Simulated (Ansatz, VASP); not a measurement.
## One calculation of Al, two programs

INCAR

```
SYSTEM = Al
PREC = Accurate ; ENCUT = 520
EDIFF = 1E-6 ; ISMEAR = -1
SIGMA = 0.05 ; LREAL = .FALSE.
LASPH = .TRUE. ; NELM = 60
ALGO = Normal ; ISIF = 2
LWAVE = .FALSE. ; LCHARG = .TRUE.
GGA = PE ; LELF = .TRUE.
LVHAR = .TRUE. ; NBANDS = 10
```

The input KPOINTS:

```
regular mesh
0
G
  12 12 12
  0 0 0
```

The input POSCAR:

```
Al
1.0
    0.0000000000      2.2288071160      2.2288071160
    2.2288071160      0.0000000000      2.2288071160
    2.2288071160      2.2288071160      0.0000000000
Al
2
Direct
   -0.1250000000     -0.1250000000     -0.1250000000
    0.1250000000      0.1250000000      0.1250000000
```

Input for Ansatz:

```yaml
crystal:
  lattice:
    - [0.0, 2.228807116, 2.228807116]
    - [2.228807116, 0.0, 2.228807116]
    - [2.228807116, 2.228807116, 0.0]
  atoms:
    - { symbol: Al, position: [-0.125, -0.125, -0.125] }
    - { symbol: Al, position: [0.125, 0.125, 0.125] }
kpoints:
  mp_grid: { grid: [12, 12, 12] }
  band_path:
    path:
      - [0.0, 0.0, 0.0]
      - [0.5, 0.0, 0.5]
      - [0.625, 0.25, 0.625]
      - [0.375, 0.375, 0.75]
      - [0.0, 0.0, 0.0]
      - [0.5, 0.5, 0.5]
      - [0.5, 0.25, 0.75]
      - [0.5, 0.0, 0.5]
    npoints: 8
scf:
  occupations: { method: fermi_dirac, width: 0.05 }
hamiltonian:
  xc: pbe
  pseudopotentials: { kind: paw }
output:
  forces: true
  stress: true
  eigenvalues: true
  populations: true
  dos: { projected: true, de: 0.2, e_range: [-14, 8] }
  write_density: true
  write_potential: true
  elf: true
  volumetric_format: npy
```

Change from the starting cell: volume scaled by 0.4, PAW files.

Alike in both runs: task single point; functional PBE; k mesh 12 × 12 × 12; occupations fermi-dirac, width 0.05 eV; no spin polarisation.

|  | VASP | Ansatz |
| --- | --- | --- |
| version | VASP 6.6.1 | Ansatz 0.2.0 |
| potentials or method | VASP PAW PBE potentials, release 64 (Al) | PAW with Ansatz's default frozen-core files, scalar-relativistic |
| plane-wave cutoff (eV) | 520 | 420 |
| valence electrons in the cell | 6 | 6 |

Ansatz gave:

* pressure (GPa): 187.3

Task: Which values does VASP return?

Result: Pressure (GPa): 188.4.

Both programs put the cell under a high pressure, so it lies far from rest at this level.

Noted on VASP's run: the cell as given lies far from equilibrium.
